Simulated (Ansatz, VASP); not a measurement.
## AlN: VASP beside Ansatz

```xyz
8
Lattice="-3.3135 0.0000 0.0000 0.0000 0.0000 -4.1876 0.0000 -5.7391 0.0000" Properties=species:S:1:pos:R:3 pbc="T T T"
Al   -1.8039   -0.9565   -0.9182
Al    0.1472   -3.8261   -0.9182
Al   -0.1472   -1.9130   -3.0119
Al   -1.5095   -4.7826   -3.0119
N    -1.7986   -0.9565   -3.3887
N     0.1418   -3.8261   -3.3887
N    -0.1418   -1.9130   -1.2949
N    -1.5149   -4.7826   -1.2949
```

Change from the starting cell: mode 4 frozen in at -0.147 Å and mode 5 at -0.248 Å (largest displacements).

Alike in both runs: task single point; functional PBE; k mesh 8 × 6 × 4; occupations gaussian, width 0.05 eV; no spin polarisation.

```csv
,VASP,Ansatz
version,VASP 6.6.1,Ansatz 0.2.0
potentials or method,"VASP PAW PBE potentials, release 64 (Al, N), cutoff 520 eV","scalar-relativistic, plane waves, PAW"
valence electrons in the cell,32,32
```

```tsv
	VASP	Ansatz	Ansatz less VASP
gap on the k mesh at the Fermi level (eV)	3.72	3.71	-0.007
least direct gap on the mesh (eV)	3.72	3.71	-0.007
pressure (GPa)	14.0	14.1	+0.11
traceless stress, the component that is largest in VASP (GPa)	44.50	44.22	-0.271
rms of the force components (eV/Å)	2.007	1.999	-0.0071
```

Atom by atom the forces differ by 0.007 eV/Å (rms over components). With one functional, cell and mesh, what is left measures potentials, basis and numerics.
